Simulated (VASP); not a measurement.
Set up this calculation in VASP 6.6.1, as the native input.

- Task: single point
- Functional: PBE
- Dispersion: D3(BJ)
- Potentials or basis: VASP PAW PBE potentials, release 64 (Ge_d, S, Sb, Si)
- Cutoff: 520 eV
- k mesh: 1 × 1 × 1, shifted
- Occupations: fermi-dirac, width 0.0655 eV
- Spin: no spin polarisation
- Dipole correction: no
- Further INCAR settings: ALGO = Normal; EDIFF = 1e-06; NBANDS = 50; ISYM = 0

The structure of Si8GeSb3S2 lies in POSCAR:

```
Si8GeSb3S2
1.0
    6.9844320000     -0.0408370000     -0.0068710000
   -0.0408370000      6.8442120000     -0.2202700000
   -0.0068710000     -0.2202700000      7.0988770000
Ge S Sb Si
1 2 3 8
Direct
    0.4633648122      0.5145404589      0.7816523101
    0.7338122759      0.5635378342      0.5623267600
    0.3201772656      0.5937165829      0.2425753946
    0.0409150497      0.2903137668      0.5835888607
    0.0647098208      0.3806363367      0.0294421761
    0.9342886005      1.0294875868      0.2268976808
    0.2841221665      0.7512945066      0.5260279681
    0.5031495037      0.7956899304      0.0691172366
    0.8942369687      0.8018568774      0.6850343113
    0.5569455166      0.1572037870      0.2829802588
    0.4113379934      1.0916285277      0.5430665046
    0.6452250440      0.0468904502      0.7854139325
    0.3599023019      1.1134471116      1.0143085849
    0.8258853238      0.6659838034      0.0285406988
```

The input as run:

INCAR

```
SYSTEM = Si8GeSb3S2
PREC     = Accurate       ! precision mode
ENCUT    = 520            ! plane-wave cutoff, eV
EDIFF    = 1E-6           ! SCF threshold, eV
ISMEAR   = -1             ! smearing method
SIGMA    = 0.0655         ! smearing width, eV
LREAL    = .False.        ! projectors in reciprocal space
LASPH    = .True.         ! aspherical terms in the spheres
NELM     = 100            ! most SCF steps
ALGO     = Normal         ! electronic algorithm
ISIF     = 2              ! what is computed and relaxed
LWAVE    = .False.        ! write WAVECAR
LCHARG   = .True.         ! write CHGCAR
GGA      = PE             ! functional
IVDW     = 12             ! dispersion correction
LELF     = .True.         ! ELF
LVHAR    = .True.       
NBANDS   = 50             ! bands
ISYM     = 0
```

KPOINTS

```
Automatic mesh
0
Gamma
  1 1 1
  0.25 0.25 0.25
```

Potentials or basis: VASP PAW PBE potentials, release 64 (Ge_d, S, Sb, Si).

The run is started by

```console
$ cat potpaw_PBE.64/Ge_d/POTCAR potpaw_PBE.64/S/POTCAR potpaw_PBE.64/Sb/POTCAR potpaw_PBE.64/Si/POTCAR > POTCAR
$ mpirun -np 1 vasp_std > vasp.out
```

It gave:

The pressure is -3.3 GPa, the largest force is 2.054 eV/Å and the dispersion energy per atom is -0.353 eV.

Caveat: the k points lie up to 0.92 Å⁻¹ apart.

Run time: 42 s on 1 thread of Intel(R) Xeon(R) Platinum 8488C (Sapphire Rapids), with other jobs on the host, peak memory 0.38 GiB.
